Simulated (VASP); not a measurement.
# NaI (I4/mmm) in VASP: a series of runs, part 2 of 2

VASP 6.6.1.

### 3 Single point, PBE (strain +0.1312 x Voigt [1, 0, 0, 0, 0, 0])

Contents of INCAR:

```
SYSTEM = NaI
  ALGO = Normal
  EDIFF = 1E-6
  ENCUT = 500
  GGA = PE
  GGA_COMPAT = .False.
  ISIF = 2
  ISMEAR = 0
  LASPH = .True.
  LCHARG = .False.
  LREAL = .False.
  LWAVE = .False.
  NBANDS = 14
  NELM = 120
  PREC = Accurate
  SIGMA = 0.05
```

Contents of KPOINTS:

```
k-points
0
Gamma
  6 6 6
  0 0 0
```

Contents of POSCAR:

```
NaI
1.0
    0.0000000000      3.2364000000      3.2364000000
    3.6610156800      0.0000000000      3.2364000000
    3.6610156800      3.2364000000      0.0000000000
Na I
1 1
Direct
    0.0000000000      0.0000000000      0.0000000000
    0.5000000000      0.5000000000      0.5000000000
```

Potentials or basis: VASP PAW PBE potentials, release 64 (Na_pv, I).

Command:

```sh
> cat potpaw_PBE.64/Na_pv/POTCAR potpaw_PBE.64/I/POTCAR > POTCAR
> mpirun -np 1 vasp_std > vasp.out
```

Run time: 28 s. Hardware: 1 thread of Intel Xeon 8259CL, shared host; peak memory 0.21 GiB.

The run converged. Its results:

| Property | Result |
| --- | --- |
| Free energy | -5.3374 eV |
| Pressure | -0.8 GPa |
| Band gap on the k mesh | 3.34 eV |

Stress tensor (GPa, compression positive):
```
-1.50  0.00  0.00
 0.00 -0.41  0.00
 0.00  0.00 -0.41
```

Levels at points of the mesh, in eV from the valence-band top:
```
           k point  band 4  band 5  band 6  band 7  band 8  band 9  band 10  band 11
(0.00, 0.00, 0.00)  -10.80   -0.09   -0.09    0.00    3.34    7.42     8.18     8.18
(0.50, 0.00, 0.00)  -10.58   -1.85   -0.35   -0.18    5.00    6.99     7.72     7.86
(0.50, 0.50, 0.00)  -10.49   -1.60   -0.94   -0.49    4.38    5.67     9.35     9.62
(0.00, 0.50, 0.50)  -10.59   -1.55   -0.49   -0.49    4.47    5.89     8.48    10.95
```

Caveat: the cell differs from its parent crystal (strain +0.1312 x Voigt [1, 0, 0, 0, 0, 0]); spin-orbit coupling is left out, which moves the levels of the heavy elements.

### 4 Single point, PBE (strain +0.1500 x Voigt [1, 0, 0, 0, 0, 0])

Contents of INCAR:

```
  PREC = Accurate
  ENCUT = 500
  EDIFF = 1E-6
  ISMEAR = 0
  SIGMA = 0.05
  LREAL = F
  LASPH = T
  NELM = 120
  ALGO = Normal
  ISIF = 2
  LWAVE = F
  LCHARG = F
  GGA = PE
  NBANDS = 14
  GGA_COMPAT = F
```

Contents of KPOINTS:

```
Automatic mesh
0
Gamma
  6 6 6
```

Contents of POSCAR:

```
NaI
1.0
    0.0000000000      3.2364000000      3.2364000000
    3.7218600000      0.0000000000      3.2364000000
    3.7218600000      3.2364000000      0.0000000000
Na I
1 1
Direct
    0.0000000000      0.0000000000      0.0000000000
    0.5000000000      0.5000000000      0.5000000000
```

Potentials or basis: VASP PAW PBE potentials, release 64 (Na_pv, I).

Command:

```sh
> cat potpaw_PBE.64/Na_pv/POTCAR potpaw_PBE.64/I/POTCAR > POTCAR
> mpirun -np 1 vasp_std > vasp.out
```

OUTCAR:

```text
PREC = Accurate
   ENCUT = 500
   EDIFF = 1E-6
   ISMEAR = 0
   LREAL = F
   LASPH = T
   NELM = 120
   ISIF = 2
   GGA = PE

 ion  position               nearest neighbor table
   1  0.000  0.000  0.000-
   2  0.500  0.500  0.500-

  LATTYP: Found a body centered tetragonal cell.
 ALAT       =     4.5769607733
 C/A-ratio  =     1.6263455967

  Lattice vectors:

 A1 = (   3.7218600000,   0.0000000000,   3.2364000000)
 A2 = (   3.7218600000,   0.0000000000,  -3.2364000000)
 A3 = (  -3.7218600000,   3.2364000000,   0.0000000000)

Analysis of symmetry for initial positions (statically):
=====================================================================
 Subroutine PRICEL returns:
 Original cell was already a primitive cell.

 Routine SETGRP: Setting up the symmetry group for a
 body centered tetragonal supercell.

 Subroutine GETGRP returns: Found 16 space group operations
 (whereof 16 operations were pure point group operations)
 out of a pool of 16 trial point group operations.

[... 172 lines left out ...]
      1     -22.7020      2.00000
      2     -22.6820      2.00000
      3     -22.6820      2.00000
      4     -10.8165      2.00000
      5      -0.1341      2.00000
      6      -0.1341      2.00000
      7      -0.0477      2.00000
      8       3.2781      0.00000
      9       7.3258      0.00000
     10       8.1778      0.00000
     11       8.1778      0.00000
     12       8.6163      0.00000
     13       9.7524      0.00000
     14      10.1044      0.00000
[... 377 lines left out ...]
      1     -22.7025      2.00000
      2     -22.6843      2.00000
      3     -22.6835      2.00000
      4     -10.5415      2.00000
      5      -1.5009      2.00000
      6      -1.0937      2.00000
      7      -0.4826      2.00000
      8       5.3984      0.00000
      9       6.1477      0.00000
     10       7.3612      0.00000
     11       8.1407      0.00000
     12       9.8119      0.00000
     13      11.1532      0.00000
     14      13.0074      0.00000

 [... further k-points ...]

------------------------ aborting loop because EDIFF is reached ----------------------------------------

  FORCE on cell =-STRESS in cart. coord.  units (eV):
  Direction    XX          YY          ZZ          XY          YZ          ZX
  --------------------------------------------------------------------------------------
  -------------------------------------------------------------------------------------
  Total       -0.7463706     -0.2411116     -0.2411116      0.0000000      0.0000000     -0.0000000
  in kB      -15.3373627     -4.9546653     -4.9546653      0.0000000      0.0000000     -0.0000000
  external PRESSURE =      -8.4155645 kB  Pullay stress =       0.0000000 kB

 VOLUME and BASIS-vectors are now :
 -----------------------------------------------------------------------------
  energy-cutoff  :      500.00
  volume of cell :       77.97
      direct lattice vectors                 reciprocal lattice vectors
     0.000000000  3.236400000  3.236400000    -0.134341431  0.154492646  0.154492646
     3.721860000  0.000000000  3.236400000     0.134341431 -0.154492646  0.154492646
     3.721860000  3.236400000  0.000000000     0.134341431  0.154492646 -0.154492646

 POSITION                                       TOTAL-FORCE (eV/Angst)
 -----------------------------------------------------------------------------------
      0.00000      0.00000      0.00000         0.000000     -0.000000      0.000000
      3.72186      3.23640      3.23640        -0.000000      0.000000     -0.000000
 -----------------------------------------------------------------------------------
    total drift:                                0.000000      0.000000      0.000000

  FREE ENERGIE OF THE ION-ELECTRON SYSTEM (eV)
  ---------------------------------------------------
  free  energy   TOTEN  =        -5.3253924325 eV

  energy  without entropy=       -5.3253924325  energy(sigma->0) =       -5.32539243
```

Run time: 28 s. Hardware: 1 thread of Intel Xeon 8259CL, shared host; peak memory 0.21 GiB.

Results:

| Item | Value |
| --- | --- |
| Free energy | -5.3254 eV |
| Pressure | -0.8 GPa |
| Band gap on the k mesh | 3.33 eV |

Stress tensor (GPa, compression positive):
```
-1.53  0.00  0.00
 0.00 -0.50  0.00
 0.00  0.00 -0.50
```

Levels at points of the mesh, in eV from the valence-band top:
```tsv
k point	band 5	band 6	band 7	band 8	band 9	band 10
(0.00, 0.00, 0.00)	-0.09	-0.09	0.00	3.33	7.37	8.23
(0.50, 0.00, 0.00)	-1.81	-0.35	-0.16	5.00	6.96	7.76
(0.50, 0.50, 0.00)	-1.56	-0.95	-0.45	4.38	5.70	9.30
(0.00, 0.50, 0.50)	-1.49	-0.46	-0.46	4.48	5.93	8.32
```

Caveat: the cell differs from its parent crystal (strain +0.1500 x Voigt [1, 0, 0, 0, 0, 0]); spin-orbit coupling is left out, which moves the levels of the heavy elements.

### 5 Summary

| cell | gap on the mesh (eV) | pressure (GPa) |
| --- | --- | --- |
| a = 4.577, b = 4.841, c = 4.841 Å, angles 56.4, 61.8, 61.8°, 2 atoms | 3.37 | -0.7 |
| a = 4.577, b = 4.886, c = 4.886 Å, angles 55.9, 62.1, 62.1°, 2 atoms | 3.34 | -0.8 |
| a = 4.577, b = 4.932, c = 4.932 Å, angles 55.3, 62.4, 62.4°, 2 atoms | 3.33 | -0.8 |

Alike in all rows: task single point; level PBE; potentials or basis VASP PAW PBE potentials, release 64 (Na_pv, I); no spin polarisation; k mesh 6 × 6 × 6; cutoff (eV) 500; smearing gaussian 0.05 eV.

Caveats: spin-orbit coupling is left out, which moves the levels of the heavy elements.

Absolute energies hang on the potentials; compare differences alone.
